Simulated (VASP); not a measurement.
# Cd (P6_3/mmc) in VASP: a series of runs

Aim: see how the results for Cd move with the level of theory and the settings. Levels: PBE, LDA. Tasks: single point.

Everything below comes from runs of VASP 6.6.1. Logs are shortened: lines on timing, memory, paths and dates and some standing lists are left out, and cuts for length are marked.

## Step 1: The cell of the first run

It takes space group P6_3/mmc (No. 194, hexagonal). The conventional cell has a = 2.979 Å, b = 2.979 Å, c = 5.786 Å, α = 90.00°, β = 90.00°, γ = 120.00°. Cd (site symmetry -6m2) has 12 Cd at 2.98 to 3.37 Å within 3.9 Å.

## Step 2: Single point, PBE (zz strain of +3 %)

Contents of INCAR:

```
SYSTEM = Cd
ALGO = Normal
EDIFF = 1E-7
ENCUT = 520
GGA = PE
ISIF = 2
ISMEAR = -1
LASPH = .TRUE.
LCHARG = .FALSE.
LREAL = .FALSE.
LWAVE = .FALSE.
NBANDS = 19
NELM = 100
PREC = Accurate
SIGMA = 0.05
```

Contents of KPOINTS:

```
k-points
0
G
  14 14 7
  0 0 0
```

Contents of POSCAR:

```
Cd
1.0
    2.9788725081      0.0000000000      0.0000000000
   -1.4894362540      2.5797792666      0.0000000000
    0.0000000000      0.0000000000      5.7861795000
Cd
2
Direct
    0.3333333333      0.6666666667      0.2500000000
    0.6666666667      0.3333333333      0.7500000000
```

Potentials or basis: VASP PAW PBE potentials, release 64 (Cd).

Launch:

```sh
cat potpaw_PBE.64/Cd/POTCAR > POTCAR
mpirun -np 1 vasp_std > vasp.out
```

OUTCAR:

```text
SYSTEM = Cd
   EDIFF = 1E-7
   ENCUT = 520
   GGA = PE
   ISIF = 2
   ISMEAR = -1
   LASPH = .TRUE.
   LREAL = .FALSE.
   NELM = 100
   PREC = Accurate

 ion  position               nearest neighbor table
   1  0.333  0.667  0.250-   2 3.37   2 3.37   2 3.37   2 3.37   2 3.37   2 3.37
   2  0.667  0.333  0.750-   1 3.37   1 3.37   1 3.37   1 3.37   1 3.37   1 3.37

  LATTYP: Found a hexagonal cell.
 ALAT       =     2.9788725081
 C/A-ratio  =     1.9424058882

  Lattice vectors:

 A1 = (   2.9788725081,   0.0000000000,   0.0000000000)
 A2 = (  -1.4894362540,   2.5797792666,   0.0000000000)
 A3 = (   0.0000000000,   0.0000000000,   5.7861795000)

Analysis of symmetry for initial positions (statically):
=====================================================================
 Subroutine PRICEL returns:
 Original cell was already a primitive cell.

 Routine SETGRP: Setting up the symmetry group for a
 hexagonal supercell.

 Subroutine GETGRP returns: Found 24 space group operations
 (whereof 12 operations were pure point group operations)
 out of a pool of 24 trial point group operations.

The static configuration has the point symmetry D_3d.
 The point group associated with its full space group is D_6h.

Analysis of symmetry for dynamics (positions and initial velocities):
=====================================================================
 Subroutine PRICEL returns:
 Original cell was already a primitive cell.

 Routine SETGRP: Setting up the symmetry group for a
 hexagonal supercell.

 Subroutine GETGRP returns: Found 24 space group operations
 (whereof 12 operations were pure point group operations)
 out of a pool of 24 trial point group operations.

The dynamic configuration has the point symmetry D_3d.
 The point group associated with its full space group is D_6h.

 Subroutine INISYM returns: Found 24 space group operations
 (whereof 12 operations are pure point group operations),
 and found     1 'primitive' translations

----------------------------------------------------------------------------------------

                                     Primitive cell

  volume of cell :      44.4658

  direct lattice vectors                    reciprocal lattice vectors
     2.978872508  0.000000000  0.000000000     0.335697482  0.193815032  0.000000000
    -1.489436254  2.579779267  0.000000000     0.000000000  0.387630063  0.000000000
     0.000000000  0.000000000  5.786179500     0.000000000  0.000000000  0.172825610

  length of vectors
     2.978872508  2.978872508  5.786179500     0.387630063  0.387630063  0.172825610

  position of ions in fractional coordinates (direct lattice)
     0.333333333  0.666666667  0.250000000
     0.666666667  0.333333333  0.750000000

  ion indices of the primitive-cell ions
   primitive index   ion index
                 1           1
                 2           2

----------------------------------------------------------------------------------------

 KPOINTS: k-points

Automatic generation of k-mesh.
 Grid dimensions read from file:
 generate k-points for:   14   14    7

 Generating k-lattice:

  Cartesian coordinates                     Fractional coordinates (reciprocal lattice)
     0.023978392  0.013843931  0.000000000     0.071428571  0.000000000  0.000000000
     0.000000000  0.027687862  0.000000000     0.000000000  0.071428571  0.000000000
     0.000000000  0.000000000  0.024689373     0.000000000  0.000000000  0.142857143

  Length of vectors
     0.027687862  0.027687862  0.024689373

  Shift w.r.t. Gamma in fractional coordinates (k-lattice)
     0.000000000  0.000000000  0.000000000

 Subroutine IBZKPT returns following result:
 ===========================================

 Found     96 irreducible k-points:

 Following reciprocal coordinates:
            Coordinates               Weight
  0.000000  0.000000  0.000000      1.000000
  0.071429 -0.000000  0.000000      6.000000
  0.142857 -0.000000  0.000000      6.000000
  0.214286 -0.000000  0.000000      6.000000
  0.285714 -0.000000  0.000000      6.000000
  0.357143 -0.000000  0.000000      6.000000
[... 16 lines left out ...]
  0.285714  0.285714  0.000000      6.000000
  0.357143  0.285714  0.000000      6.000000
 [... further k-points ...]
   k-points           NKPTS =     96   k-points in BZ     NKDIM =     96   number of bands    NBANDS=     19
   number of dos      NEDOS =    301   number of ions     NIONS =      2
   total plane-waves  NPLWV =  27648
   dimension x,y,z NGX =    24 NGY =   24 NGZ =   48
   dimension x,y,z NGXF=    48 NGYF=   48 NGZF=   96
   ions per type =               2
   NGX,Y,Z   is equivalent  to a cutoff of  13.39, 13.39, 13.79 a.u.
   NGXF,Y,Z  is equivalent  to a cutoff of  26.79, 26.79, 27.58 a.u.
 SYSTEM =  Cd
   PREC   = accura    normal or accurate (medium, high low for compatibility)
   ISTART =      0    job   : 0-new  1-cont  2-samecut
   ICHARG =      2    charge: 1-file 2-atom 10-const
   ISPIN  =      1    spin polarized calculation?
   LNONCOLLINEAR =      F non collinear calculations
   LSORBIT =      F    spin-orbit coupling
   LASPH  =      T    aspherical Exc in radial PAW
   ENCUT  =  520.0 eV  38.22 Ry    6.18 a.u.   5.54  5.54 10.76*2*pi/ulx,y,z
   NELM   =    100;   NELMIN=  2; NELMDL= -5     # of ELM steps
   EDIFF  = 0.1E-06   stopping-criterion for ELM
   LREAL  =      F    real-space projection
   EDIFFG = 0.1E-05   stopping-criterion for IOM
   NSW    =      0    number of steps for IOM
   IBRION =     -1    ionic relax: 0-MD 1-quasi-New 2-CG
   NFREE  =      0    steps in history (QN), initial steepest desc. (CG)
   ISIF   =      2    stress and relaxation
   ISYM   =      2    0-nonsym 1-usesym 2-fastsym
   POTIM  = 0.5000    time-step for ionic-motion
   TEBEG  =    0.0;   TEEND  =   0.0 temperature during run
   PSTRESS=    0.0 pullay stress
   NELECT =      24.0000    total number of electrons
   NUPDOWN=      -1.0000    fix difference up-down
   EMIN   =  10.00;   EMAX   =-10.00  energy-range for DOS
   EFERMI =   0.00;   METHOD = LEGACY
   ISMEAR =    -1;   SIGMA  =   0.05  broadening in eV -4-tet -1-fermi 0-gaus
   EFERMI_NEDOS =   21; number of points for ismear=-14 and -15
   IALGO  =     38    algorithm
   IMIX   =      4    mixing-type and parameters
     AMIX     =   0.40;   BMIX     =  1.00
     AMIX_MAG =   1.60;   BMIX_MAG =  1.00
  volume/ion in A,a.u.               =      22.23       150.04
  Fermi-wavevector in a.u.,A,eV,Ry     =   1.332917  2.518848 24.173034  1.776668
  Thomas-Fermi vector in A             =   2.461815
   LORBIT       =      0    0 simple, 1 ext, 2 COOP (PROOUT), +10 PAW based schemes
   GGA     = PE    functional components
   LHFCALC =     F    Hartree Fock is set to
   AEXX    =    0.0000 exact exchange contribution
   IVDW    =     0    specifies the selected vdW correction
   LEPSILON=     F    determine dielectric tensor
   LRPA    =     F    only Hartree local field effects (RPA)
 non-spin polarized calculation
  energy-cutoff  :      520.00
  volume of cell :       44.47
 maximum number of plane-waves:      1221
 NGX is ok and might be reduce to    24
   NGX = 11   NGY = 11   NGZ = 21

 number of electron      23.9999985 magnetization

 Free energy of the ion-electron system (eV)
  ---------------------------------------------------
  ext. energy  EPLUGINS =         0.00000000
  ---------------------------------------------------
  free energy    TOTEN  =        -1.47252556 eV

  energy without entropy =       -1.46529277  energy(sigma->0) =       -1.46890916

 E-fermi :   2.8292     XC(G=0): -10.8681

 val. band max:        2.8265361060   @ k =   0.3571   0.2857   0.2857
 cond. band min:       2.8370353563   @ k =   0.3571   0.2143   0.1429
 fundamental gap:      0.0104992502
 Fermi energy:         2.8291840231

 k-point     1 :       0.0000    0.0000    0.0000
  band No.  band energies     occupation
      1      -7.0515      2.00000
      2      -6.8405      2.00000
      3      -6.4422      2.00000
      4      -6.4422      2.00000
      5      -6.4014      2.00000
      6      -6.4014      2.00000
[... 11 lines left out ...]
     18      17.8322      0.00000
     19      18.5342      0.00000

 k-point     2 :       0.0714   -0.0000    0.0000
  band No.  band energies     occupation
      1      -6.9982      2.00000
      2      -6.7913      2.00000
      3      -6.4615      2.00000
      4      -6.4198      2.00000
      5      -6.3953      2.00000
      6      -6.3558      2.00000
[... 11 lines left out ...]
     18      17.1741      0.00000
     19      18.9295      0.00000

 k-point     3 :       0.1429   -0.0000    0.0000
  band No.  band energies     occupation
      1      -6.8848      2.00000
      2      -6.6978      2.00000
      3      -6.5110      2.00000
      4      -6.4288      2.00000
      5      -6.2616      2.00000
      6      -6.2261      2.00000
[... 11 lines left out ...]
     18      16.6974      0.00000
     19      17.5857      0.00000

 k-point     4 :       0.2143   -0.0000    0.0000
  band No.  band energies     occupation
      1      -6.8765      2.00000
      2      -6.6861      2.00000
      3      -6.4870      2.00000
      4      -6.3104      2.00000
      5      -6.2718      2.00000
      6      -6.0623      2.00000
[... 11 lines left out ...]
     18      15.4532      0.00000
     19      16.3094      0.00000

 k-point     5 :       0.2857   -0.0000    0.0000
  band No.  band energies     occupation
      1      -6.9771      2.00000
      2      -6.8024      2.00000
      3      -6.4903      2.00000
      4      -6.3323      2.00000
      5      -6.1938      2.00000
      6      -6.1074      2.00000
[... 11 lines left out ...]
     18      15.3883      0.00000
     19      15.9876      0.00000
[... 334 lines left out ...]
      2      -6.6780      2.00000
      3      -6.6016      2.00000
      4      -6.3951      2.00000
      5      -6.2360      2.00000
      6      -6.2046      2.00000
[... 11 lines left out ...]
     18      10.8608      0.00000
     19      12.2513      0.00000

 k-point    22 :       0.3571    0.2143    0.0000
  band No.  band energies     occupation
      1      -6.7655      2.00000
      2      -6.7172      2.00000
      3      -6.5923      2.00000
      4      -6.3732      2.00000
      5      -6.2900      2.00000
      6      -6.1249      2.00000
[... 11 lines left out ...]
     18      10.5547      0.00000
     19      12.0146      0.00000

 k-point    23 :       0.2857    0.2857    0.0000
  band No.  band energies     occupation
      1      -6.6825      2.00000
      2      -6.5556      2.00000
      3      -6.5051      2.00000
      4      -6.3973      2.00000
      5      -6.2860      2.00000
      6      -6.1774      2.00000
[... 11 lines left out ...]
     18       9.5024      0.00000
     19      10.9983      0.00000

 k-point    24 :       0.3571    0.2857    0.0000
  band No.  band energies     occupation
      1      -6.6803      2.00000
      2      -6.5144      2.00000
      3      -6.3931      2.00000
      4      -6.3622      2.00000
      5      -6.3529      2.00000
      6      -6.1986      2.00000
[... 11 lines left out ...]
     18       8.5341      0.00000
     19      10.6679      0.00000

 [... further k-points ...]

------------------------ aborting loop because EDIFF is reached ----------------------------------------

  FORCE on cell =-STRESS in cart. coord.  units (eV):
  Direction    XX          YY          ZZ          XY          YZ          ZX
  --------------------------------------------------------------------------------------
  -------------------------------------------------------------------------------------
  Total        0.7562519      0.7562519      0.2455109      0.0000000      0.0000000      0.0000000
  in kB       27.2490082     27.2490082      8.8461656      0.0000000      0.0000000      0.0000000
  external PRESSURE =      21.1147274 kB  Pullay stress =       0.0000000 kB

 VOLUME and BASIS-vectors are now :
 -----------------------------------------------------------------------------
  energy-cutoff  :      520.00
  volume of cell :       44.47
      direct lattice vectors                 reciprocal lattice vectors
     2.978872508  0.000000000  0.000000000     0.335697482  0.193815032  0.000000000
    -1.489436254  2.579779267  0.000000000     0.000000000  0.387630063  0.000000000
     0.000000000  0.000000000  5.786179500     0.000000000  0.000000000  0.172825610

 POSITION                                       TOTAL-FORCE (eV/Angst)
 -----------------------------------------------------------------------------------
     -0.00000      1.71985      1.44654         0.000000     -0.000000      0.000000
      1.48944      0.85993      4.33963        -0.000000      0.000000      0.000000
 -----------------------------------------------------------------------------------
    total drift:                               -0.000000      0.000000      0.000000

  FREE ENERGIE OF THE ION-ELECTRON SYSTEM (eV)
  ---------------------------------------------------
  free  energy   TOTEN  =        -1.4725255606 eV

  energy  without entropy=       -1.4652927671  energy(sigma->0) =       -1.46890916
```

It took 38 s on 1 thread of AMD EPYC 9R45 (Zen 5), shared host; peak memory 0.18 GiB.

Results:

* Free energy: -1.4725 eV
* Pressure: 2.1 GPa
* Band gap on the k mesh: zero (bands 12 and 13 overlap by 4.46 eV)

Caveat: the cell differs from its parent crystal (zz strain of +3 %).

## Step 3: Single point, LDA

This run uses another cell than the first one, of 21.59 Å³/atom.

Contents of INCAR:

```
SYSTEM = Cd
PREC = Accurate
ENCUT = 520
EDIFF = 1E-6
ISMEAR = -1
SIGMA = 0.05
LREAL = .False.
LASPH = .True.
NELM = 80
ALGO = Normal
ISIF = 2
LWAVE = .False.
LCHARG = .False.
NBANDS = 19
```

Contents of KPOINTS:

```
regular mesh
0
Gamma
  14 14 7
  0 0 0
```

Changes to POSCAR since step 2:

```diff
@@ -4,3 +4,3 @@
    -1.4894362540      2.5797792666      0.0000000000
-    0.0000000000      0.0000000000      5.7861795000
+    0.0000000000      0.0000000000      5.6176500000
 Cd
```

Potentials or basis: VASP PAW LDA potentials, release 64 (Cd).

Launch:

```sh
cat potpaw_LDA.64/Cd/POTCAR > POTCAR
mpirun -np 1 vasp_std > vasp.out
```

It took 22 s on 1 thread of Intel Xeon 6975P-C (Granite Rapids), shared host; peak memory 0.18 GiB.

It converged, with:

```yaml
Free_energy: -2.9989 eV
Pressure: -3.8 GPa
Band_gap_on_the_k_mesh: zero (bands 12 and 13 overlap by 4.33 eV)
```

Stress tensor (GPa, compression positive):
```
-4.08  0.00  0.00
 0.00 -4.08  0.00
 0.00  0.00 -3.29
```

Levels at points of the mesh, in eV from the Fermi level:
| k point | band 9 | band 10 | band 11 | band 12 | band 13 | band 14 | band 15 | band 16 |
| --- | --- | --- | --- | --- | --- | --- | --- | --- |
| (0.00, 0.00, 0.00) | -8.69 | -8.43 | -8.43 | -3.09 | -3.05 | 10.49 | 14.53 | 14.74 |
| (0.50, 0.00, 0.00) | -8.17 | -8.14 | -2.36 | -1.89 | 1.91 | 2.99 | 3.07 | 5.29 |

Caveat: the cell stands under tension.
